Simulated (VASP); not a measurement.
# Cu3N (Pm-3m) in VASP: a series of runs

Cu3N is run at these levels: HSE06, r2SCAN, LDA; tasks: single point, relaxation of cell and atoms.

All numbers are computed with VASP 6.6.1; they aren't measurements. Logs are shortened: lines on timing, memory, paths and dates and some standing lists are left out, and cuts for length are marked.

## Step 1: The cell of the first run

Symmetry: Pm-3m, No. 221, cubic system. The conventional cell has a = 3.823 Å, b = 3.823 Å, c = 3.823 Å, α = 90.00°, β = 90.00°, γ = 90.00°. Cu (site symmetry 4/mmm) has 2 N at 1.91 Å within 2.5 Å. N (site symmetry m-3m) has 6 Cu at 1.91 Å within 2.5 Å.

## Step 2: Single point, HSE06

Contents of POSCAR:

```
Cu3N
1.0
    3.8231759036      0.0000000000      0.0000000000
    0.0000000000      3.8231759036      0.0000000000
    0.0000000000      0.0000000000      3.8231759036
Cu N
3 1
Direct
    0.5000000000      0.0000000000      0.0000000000
    0.0000000000      0.5000000000      0.0000000000
    0.0000000000      0.0000000000      0.5000000000
    0.0000000000      0.0000000000      0.0000000000
```

Contents of INCAR.step1:

```
SYSTEM = Cu3N
PREC     = Accurate       ! precision mode
ENCUT    = 520            ! plane-wave cutoff, eV
EDIFF    = 1E-5           ! SCF threshold, eV
ISMEAR   = -1             ! smearing method
SIGMA    = 0.02           ! smearing width, eV
LREAL    = .FALSE.        ! projectors in reciprocal space
LASPH    = .TRUE.         ! aspherical terms in the spheres
NELM     = 120            ! most SCF steps
ALGO     = Normal         ! electronic algorithm
ISIF     = 2              ! what is computed and relaxed
LWAVE    = .TRUE.         ! write WAVECAR
NBANDS   = 27             ! bands
GGA      = PE             ! functional
GGA_COMPAT= .FALSE.
```

Contents of INCAR.step2:

```
SYSTEM = Cu3N
PREC     = Accurate       ! precision mode
ENCUT    = 520            ! plane-wave cutoff, eV
EDIFF    = 1E-6           ! SCF threshold, eV
ISMEAR   = -1             ! smearing method
SIGMA    = 0.02           ! smearing width, eV
LREAL    = .FALSE.        ! projectors in reciprocal space
LASPH    = .TRUE.         ! aspherical terms in the spheres
NELM     = 120            ! most SCF steps
ALGO     = Normal         ! electronic algorithm
ISIF     = 2              ! what is computed and relaxed
LWAVE    = .FALSE.        ! write WAVECAR
LCHARG   = .TRUE.         ! write CHGCAR
GGA      = PE             ! functional
LHFCALC  = .TRUE.         ! exact exchange
HFSCREEN = 0.2079         ! screening, 1/A
PRECFOCK = Normal       
LELF     = .TRUE.         ! ELF
LVHAR    = .TRUE.       
NBANDS   = 27             ! bands
ISTART   = 1            
GGA_COMPAT= .FALSE.
```

Contents of KPOINTS:

```
regular mesh
0
G
  4 4 4
  0 0 0
```

Potentials or basis: VASP PAW PBE potentials, release 64 (Cu, N).

Run with:

```
cat potpaw_PBE.64/Cu/POTCAR potpaw_PBE.64/N/POTCAR > POTCAR
cp INCAR.step1 INCAR
mpirun -np 1 vasp_std > vasp.out
cp INCAR.step2 INCAR
mpirun -np 1 vasp_std > vasp.out
```

OUTCAR:

```text
SYSTEM = Cu3N
   PREC = Accurate
   ENCUT = 520
   EDIFF = 1E-6
   ISMEAR = -1
   LREAL = .FALSE.
   LASPH = .TRUE.
   NELM = 120
   ISIF = 2
   GGA = PE
   LHFCALC = .TRUE.
   HFSCREEN = 0.2079
   PRECFOCK = Normal
   ISTART = 1

 ion  position               nearest neighbor table
   1  0.500  0.000  0.000-   4 1.91   4 1.91   2 2.70   3 2.70   2 2.70   2 2.70   3 2.70   3 2.70
                             3 2.70   2 2.70
   2  0.000  0.500  0.000-   4 1.91   4 1.91   1 2.70   3 2.70   1 2.70   3 2.70   3 2.70   3 2.70
                             1 2.70   1 2.70
   3  0.000  0.000  0.500-   4 1.91   4 1.91   1 2.70   1 2.70   2 2.70   2 2.70   2 2.70   2 2.70
                             1 2.70   1 2.70
   4  0.000  0.000  0.000-   1 1.91   2 1.91   3 1.91   3 1.91   2 1.91   1 1.91

  LATTYP: Found a simple cubic cell.
 ALAT       =     3.8231759036

  Lattice vectors:

 A1 = (   3.8231759036,   0.0000000000,   0.0000000000)
 A2 = (   0.0000000000,   3.8231759036,   0.0000000000)
 A3 = (   0.0000000000,   0.0000000000,   3.8231759036)

Analysis of symmetry for initial positions (statically):
=====================================================================
 Subroutine PRICEL returns:
 Original cell was already a primitive cell.

 Routine SETGRP: Setting up the symmetry group for a
 simple cubic supercell.

 Subroutine GETGRP returns: Found 48 space group operations
 (whereof 48 operations were pure point group operations)
 out of a pool of 48 trial point group operations.

The static configuration has the point symmetry O_h .

Analysis of symmetry for dynamics (positions and initial velocities):
=====================================================================
 Subroutine PRICEL returns:
 Original cell was already a primitive cell.

 Routine SETGRP: Setting up the symmetry group for a
 simple cubic supercell.

 Subroutine GETGRP returns: Found 48 space group operations
 (whereof 48 operations were pure point group operations)
 out of a pool of 48 trial point group operations.

The dynamic configuration has the point symmetry O_h .

 Subroutine INISYM returns: Found 48 space group operations
 (whereof 48 operations are pure point group operations),
 and found     1 'primitive' translations

----------------------------------------------------------------------------------------

                                     Primitive cell

  volume of cell :      55.8821

  direct lattice vectors                    reciprocal lattice vectors
     3.823175904  0.000000000  0.000000000     0.261562645  0.000000000  0.000000000
     0.000000000  3.823175904  0.000000000     0.000000000  0.261562645  0.000000000
     0.000000000  0.000000000  3.823175904     0.000000000  0.000000000  0.261562645

  length of vectors
     3.823175904  3.823175904  3.823175904     0.261562645  0.261562645  0.261562645

  position of ions in fractional coordinates (direct lattice)
     0.500000000  0.000000000  0.000000000
     0.000000000  0.500000000  0.000000000
     0.000000000  0.000000000  0.500000000
     0.000000000  0.000000000  0.000000000

  ion indices of the primitive-cell ions
   primitive index   ion index
                 1           1
                 2           2
                 3           3
                 4           4

----------------------------------------------------------------------------------------

 KPOINTS: regular mesh

Automatic generation of k-mesh.
 Grid dimensions read from file:
 generate k-points for:    4    4    4

 Generating k-lattice:

  Cartesian coordinates                     Fractional coordinates (reciprocal lattice)
     0.065390661  0.000000000  0.000000000     0.250000000  0.000000000  0.000000000
     0.000000000  0.065390661  0.000000000     0.000000000  0.250000000  0.000000000
     0.000000000  0.000000000  0.065390661     0.000000000  0.000000000  0.250000000

  Length of vectors
     0.065390661  0.065390661  0.065390661

  Shift w.r.t. Gamma in fractional coordinates (k-lattice)
     0.000000000  0.000000000  0.000000000

 Subroutine IBZKPT returns following result:
 ===========================================

 Found     10 irreducible k-points:

 Following reciprocal coordinates:
            Coordinates               Weight
  0.000000  0.000000  0.000000      1.000000
  0.250000  0.000000  0.000000      6.000000
  0.500000  0.000000  0.000000      3.000000
  0.250000  0.250000  0.000000     12.000000
  0.500000  0.250000  0.000000     12.000000
  0.500000  0.500000  0.000000      3.000000
  0.250000  0.250000  0.250000      8.000000
  0.500000  0.250000  0.250000     12.000000
  0.500000  0.500000  0.250000      6.000000
  0.500000  0.500000  0.500000      1.000000
   k-points           NKPTS =     10   k-points in BZ     NKDIM =     64   number of bands    NBANDS=     27
   number of dos      NEDOS =    301   number of ions     NIONS =      4
   total plane-waves  NPLWV =  21952
   dimension x,y,z NGX =    28 NGY =   28 NGZ =   28
   dimension x,y,z NGXF=    56 NGYF=   56 NGZF=   56
   ions per type =               3   1
   NGX,Y,Z   is equivalent  to a cutoff of  12.18, 12.18, 12.18 a.u.
   NGXF,Y,Z  is equivalent  to a cutoff of  24.35, 24.35, 24.35 a.u.
 SYSTEM =  Cu3N
   PREC   = accura    normal or accurate (medium, high low for compatibility)
   ISTART =      1    job   : 0-new  1-cont  2-samecut
   ICHARG =      0    charge: 1-file 2-atom 10-const
   ISPIN  =      1    spin polarized calculation?
   LNONCOLLINEAR =      F non collinear calculations
   LSORBIT =      F    spin-orbit coupling
   LASPH  =      T    aspherical Exc in radial PAW
   ENCUT  =  520.0 eV  38.22 Ry    6.18 a.u.   7.11  7.11  7.11*2*pi/ulx,y,z
   NELM   =    120;   NELMIN=  2; NELMDL=  0     # of ELM steps
   EDIFF  = 0.1E-05   stopping-criterion for ELM
   LREAL  =      F    real-space projection
   EDIFFG = 0.1E-04   stopping-criterion for IOM
   NSW    =      0    number of steps for IOM
   IBRION =     -1    ionic relax: 0-MD 1-quasi-New 2-CG
   NFREE  =      0    steps in history (QN), initial steepest desc. (CG)
   ISIF   =      2    stress and relaxation
   ISYM   =      3    0-nonsym 1-usesym 2-fastsym
   POTIM  = 0.5000    time-step for ionic-motion
   TEBEG  =    0.0;   TEEND  =   0.0 temperature during run
   PSTRESS=    0.0 pullay stress
   NELECT =      38.0000    total number of electrons
   NUPDOWN=      -1.0000    fix difference up-down
   EMIN   =  10.00;   EMAX   =-10.00  energy-range for DOS
   EFERMI =   0.00;   METHOD = LEGACY
   ISMEAR =    -1;   SIGMA  =   0.02  broadening in eV -4-tet -1-fermi 0-gaus
   EFERMI_NEDOS =   21; number of points for ismear=-14 and -15
   IALGO  =     38    algorithm
   IMIX   =      1    mixing-type and parameters
     AMIX     =   0.40;   BMIX     =  1.00
     AMIX_MAG =   1.60;   BMIX_MAG =  1.00
  volume/ion in A,a.u.               =      13.97        94.28
  Fermi-wavevector in a.u.,A,eV,Ry     =   1.439611  2.720470 28.197790  2.072479
  Thomas-Fermi vector in A             =   2.558447
   LORBIT       =      0    0 simple, 1 ext, 2 COOP (PROOUT), +10 PAW based schemes
   GGA     = PE    functional components
   LHFCALC =     T    Hartree Fock is set to
   PRECFOCK=normal    Normal, Fast or Accurate (Low or Medium for compatibility)
   ENCUT4O =  -1.0   cutoff for four orbital integrals eV
   NKREDX  =     1    reduce k-point grid by
   NKREDY  =     1    reduce k-point grid by
   NKREDZ  =     1    reduce k-point grid by
   AEXX    =    0.2500 exact exchange contribution
   HFSCREEN=    0.2079 screening length (either q_TF or 0.3 A-1)
   HFSCREENC=   0.2079 screening length for correlation (either q_TF or 0.3 A-1)
   ENCUTFOCK=  -1.0 apply spherical cutoff to Coloumb kernel
   IVDW    =     0    specifies the selected vdW correction
   LEPSILON=     F    determine dielectric tensor
   LRPA    =     F    only Hartree local field effects (RPA)
 non-spin polarized calculation
  energy-cutoff  :      520.00
  volume of cell :       55.88
 maximum number of plane-waves:      1516
  NGX = 24; NGY = 24; NGZ = 24

 number of electron      37.9999890 magnetization

 Free energy of the ion-electron system (eV)
  ---------------------------------------------------
  ext. energy  EPLUGINS =         0.00000000
  ---------------------------------------------------
  free energy    TOTEN  =       -20.43569338 eV

  energy without entropy =      -20.43569338  energy(sigma->0) =      -20.43569338

 E-fermi :   4.4767     XC(G=0):  -8.7885

 val. band max:        4.0175481038   @ k =   0.5000   0.5000   0.5000
 cond. band min:       5.0235801205   @ k =   0.5000   0.5000   0.0000
 fundamental gap:      1.0060320167
 Fermi energy:         4.4767114419

 k-point     1 :       0.0000    0.0000    0.0000
  band No.  band energies     occupation
      1     -13.9893      2.00000
      2      -1.5192      2.00000
      3      -0.7141      2.00000
      4      -0.7141      2.00000
      5      -0.7141      2.00000
      6      -0.6908      2.00000
[... 19 lines left out ...]
     26      18.1059      0.00000
     27      18.1059      0.00000

 k-point     2 :       0.2500    0.0000    0.0000
  band No.  band energies     occupation
      1     -13.7783      2.00000
      2      -2.4844      2.00000
      3      -1.4782      2.00000
      4      -1.4782      2.00000
      5      -0.9457      2.00000
      6      -0.6579      2.00000
[... 19 lines left out ...]
     26      15.5144      0.00000
     27      16.1913      0.00000

 k-point     3 :       0.5000    0.0000    0.0000
  band No.  band energies     occupation
      1     -13.5462      2.00000
      2      -3.6075      2.00000
      3      -1.8039      2.00000
      4      -1.8039      2.00000
      5      -0.5968      2.00000
      6      -0.4090      2.00000
[... 19 lines left out ...]
     26      15.0260      0.00000
     27      15.0260      0.00000

 k-point     4 :       0.2500    0.2500    0.0000
  band No.  band energies     occupation
      1     -13.5651      2.00000
      2      -2.7164      2.00000
      3      -2.7056      2.00000
      4      -1.8905      2.00000
      5      -0.5049      2.00000
      6      -0.3626      2.00000
[... 19 lines left out ...]
     26      15.2351      0.00000
     27      16.6587      0.00000

 k-point     5 :       0.5000    0.2500    0.0000
  band No.  band energies     occupation
      1     -13.3301      2.00000
      2      -3.7366      2.00000
      3      -2.8993      2.00000
      4      -2.1588      2.00000
      5      -0.1880      2.00000
      6      -0.0744      2.00000
[... 19 lines left out ...]
     26      15.8690      0.00000
     27      16.0129      0.00000

 k-point     6 :       0.5000    0.5000    0.0000
  band No.  band energies     occupation
      1     -13.0910      2.00000
      2      -3.8548      2.00000
      3      -3.8548      2.00000
      4      -2.4058      2.00000
      5       0.1839      2.00000
      6       0.1839      2.00000
[... 19 lines left out ...]
     26      16.2149      0.00000
     27      17.6347      0.00000

 k-point     7 :       0.2500    0.2500    0.2500
  band No.  band energies     occupation
      1     -13.3491      2.00000
      2      -2.9446      2.00000
      3      -2.9446      2.00000
      4      -2.8956      2.00000
      5      -0.1777      2.00000
      6      -0.0926      2.00000
[... 19 lines left out ...]
     26      16.2616      0.00000
     27      17.7035      0.00000

 k-point     8 :       0.5000    0.2500    0.2500
  band No.  band energies     occupation
      1     -13.1102      2.00000
      2      -3.8718      2.00000
      3      -3.1376      2.00000
      4      -3.0766      2.00000
      5      -0.1004      2.00000
      6      -0.0357      2.00000
[... 19 lines left out ...]
     26      15.0282      0.00000
     27      19.2760      0.00000

 k-point     9 :       0.5000    0.5000    0.2500
  band No.  band energies     occupation
      1     -12.8661      2.00000
      2      -3.9945      2.00000
      3      -3.9945      2.00000
      4      -3.2799      2.00000
      5      -0.2346      2.00000
      6       0.1676      2.00000
[... 19 lines left out ...]
     26      13.9838      0.00000
     27      18.5669      0.00000

 k-point    10 :       0.5000    0.5000    0.5000
  band No.  band energies     occupation
      1     -12.6154      2.00000
      2      -4.1208      2.00000
      3      -4.1208      2.00000
      4      -4.1208      2.00000
      5      -0.4307      2.00000
      6       0.1892      2.00000
[... 19 lines left out ...]
     26      14.1558      0.00000
     27      16.5505      0.00000

------------------------ aborting loop because EDIFF is reached ----------------------------------------

  FORCE on cell =-STRESS in cart. coord.  units (eV):
  Direction    XX          YY          ZZ          XY          YZ          ZX
  --------------------------------------------------------------------------------------
  -------------------------------------------------------------------------------------
  Total        0.1479628      0.1479628      0.1479628      0.0000000      0.0000000     -0.0000000
  in kB        4.2421905      4.2421905      4.2421905      0.0000000      0.0000000     -0.0000000
  external PRESSURE =       4.2421905 kB  Pullay stress =       0.0000000 kB

 VOLUME and BASIS-vectors are now :
 -----------------------------------------------------------------------------
  energy-cutoff  :      520.00
  volume of cell :       55.88
      direct lattice vectors                 reciprocal lattice vectors
     3.823175904  0.000000000  0.000000000     0.261562645  0.000000000  0.000000000
     0.000000000  3.823175904  0.000000000     0.000000000  0.261562645  0.000000000
     0.000000000  0.000000000  3.823175904     0.000000000  0.000000000  0.261562645

 POSITION                                       TOTAL-FORCE (eV/Angst)
 -----------------------------------------------------------------------------------
      1.91159      0.00000      0.00000         0.000000      0.000000      0.000000
      0.00000      1.91159      0.00000         0.000000      0.000000      0.000000
      0.00000      0.00000      1.91159         0.000000      0.000000      0.000000
      0.00000      0.00000      0.00000         0.000000      0.000000      0.000000
 -----------------------------------------------------------------------------------
    total drift:                                0.000029     -0.000029      0.000017

  FREE ENERGIE OF THE ION-ELECTRON SYSTEM (eV)
  ---------------------------------------------------
  free  energy   TOTEN  =       -20.4356933849 eV

  energy  without entropy=      -20.4356933849  energy(sigma->0) =      -20.43569338
```

Run time: 16 min. Hardware: 1 thread of Intel Xeon 6975P-C (Granite Rapids), shared host; peak memory 0.28 GiB.

Results:

```
Free energy            : -20.4357 eV
Pressure               : 0.4 GPa
Band gap on the k mesh : 1.01 eV, indirect (least direct gap 1.72 eV)
```

Caveat: the PAW data sets were made with another functional, which shifts forces and pressure a little. A k mesh can miss the band edges.

## Step 3: Single point, r2SCAN

This run uses another cell than the first one, of 13.60 Å³/atom, 0.974 times its volume.

Contents of POSCAR:

```
Cu3N
1.0
    3.7893700930      0.0000000000      0.0000000000
    0.0000000000      3.7893700930      0.0000000000
    0.0000000000      0.0000000000      3.7893700930
Cu N
3 1
Direct
    0.5000000000      0.0000000000      0.0000000000
    0.0000000000      0.5000000000      0.0000000000
    0.0000000000      0.0000000000      0.5000000000
    0.0000000000      0.0000000000      0.0000000000
```

Contents of INCAR.step1:

```
  PREC = Accurate
  ENCUT = 660
  ISMEAR = -1
  SIGMA = 0.02
  LREAL = F
  LASPH = T
  NELM = 120
  NBANDS = 27
  GGA = PE
  ALGO = Normal
  EDIFF = 1E-5
  LWAVE = T
  LCHARG = F
  GGA_COMPAT = F
```

Contents of INCAR.step2:

```
  PREC = Accurate
  ENCUT = 660
  EDIFF = 1E-6
  ISMEAR = -1
  SIGMA = 0.02
  LREAL = F
  LASPH = T
  NELM = 120
  ALGO = Normal
  ISIF = 2
  LWAVE = F
  LCHARG = F
  METAGGA = R2SCAN
  LMIXTAU = T
  NBANDS = 27
  ISTART = 1
  GGA_COMPAT = F
```

Contents of KPOINTS:

```
Automatic mesh
0
Gamma
  6 6 6
```

Potentials or basis: VASP PAW PBE potentials, release 64 (Cu, N).

Run with:

```
cat potpaw_PBE.64/Cu/POTCAR potpaw_PBE.64/N/POTCAR > POTCAR
cp INCAR.step1 INCAR
mpirun -np 1 vasp_std > vasp.out
cp INCAR.step2 INCAR
mpirun -np 1 vasp_std > vasp.out
```

Wall time 46 s (1 thread of Intel Xeon 6975P-C (Granite Rapids), shared host); peak memory 0.2 GiB.

Results (log left out):

* Free energy: -40.7095 eV
* Pressure: 0.7 GPa
* Band gap on the k mesh: 0.25 eV, indirect (least direct gap 0.86 eV)

Levels at points of the mesh, in eV from the valence-band top:
| k point | band 16 | band 17 | band 18 | band 19 | band 20 | band 21 | band 22 | band 23 |
| --- | --- | --- | --- | --- | --- | --- | --- | --- |
| (0.00, 0.00, 0.00) | -1.98 | -1.98 | -1.98 | -1.91 | 1.20 | 5.72 | 5.72 | 7.03 |
| (0.50, 0.00, 0.00) | -2.31 | -1.98 | -1.51 | -1.51 | 1.85 | 3.56 | 7.38 | 7.59 |
| (0.50, 0.50, 0.00) | -2.29 | -1.14 | -1.14 | -0.75 | 0.25 | 4.02 | 5.19 | 5.19 |
| (0.50, 0.50, 0.50) | -2.01 | 0.00 | 0.00 | 0.00 | 0.94 | 0.94 | 0.94 | 6.33 |

Caveat: the PAW data sets were made with another functional, which shifts forces and pressure a little. A k mesh can miss the band edges.

## Step 4: Single point, LDA

This run uses another cell than the first one, of 12.89 Å³/atom, 0.922 times its volume.

Contents of INCAR:

```
PREC = Accurate
ENCUT = 600
EDIFF = 1E-6
ISMEAR = -1
SIGMA = 0.02
LREAL = False
LASPH = True
NELM = 120
ALGO = Normal
ISIF = 2
LWAVE = False
LCHARG = False
GGA = CA
NBANDS = 27
GGA_COMPAT = False
```

Contents of KPOINTS:

```
regular mesh
0
Gamma
  6 6 6
```

Contents of POSCAR:

```
Cu3N
1.0
    3.7214852014      0.0000000000      0.0000000000
    0.0000000000      3.7214852014      0.0000000000
    0.0000000000      0.0000000000      3.7214852014
Cu N
3 1
Direct
    0.5000000000      0.0000000000      0.0000000000
    0.0000000000      0.5000000000      0.0000000000
    0.0000000000      0.0000000000      0.5000000000
    0.0000000000      0.0000000000      0.0000000000
```

Potentials or basis: VASP PAW LDA potentials, release 64 (Cu, N).

Run with:

```
cat potpaw_LDA.64/Cu/POTCAR potpaw_LDA.64/N/POTCAR > POTCAR
mpirun -np 1 vasp_std > vasp.out
```

It took 14 s on 1 thread of Intel Xeon 6975P-C (Granite Rapids), shared host; peak memory 0.16 GiB.

It converged, with:

```yaml
Free_energy: -22.1583 eV
Pressure: 1.0 GPa
Band_gap_on_the_k_mesh: zero (band 19 reaches 5.47 eV, above the bottom of band 20 at 5.45 eV)
```

Levels at points of the mesh, in eV from the Fermi level:
```csv
k point,band 17,band 18,band 19,band 20,band 21,band 22
"(0.00, 0.00, 0.00)",-2.01,-2.01,-1.97,1.28,5.56,5.56
"(0.50, 0.00, 0.00)",-2.01,-1.56,-1.56,1.84,3.43,7.18
"(0.50, 0.50, 0.00)",-1.18,-1.18,-0.75,-0.01,3.88,5.02
"(0.50, 0.50, 0.50)",0.01,0.01,0.01,0.58,0.58,0.58
```

(Part 1 of 2 ends here.)
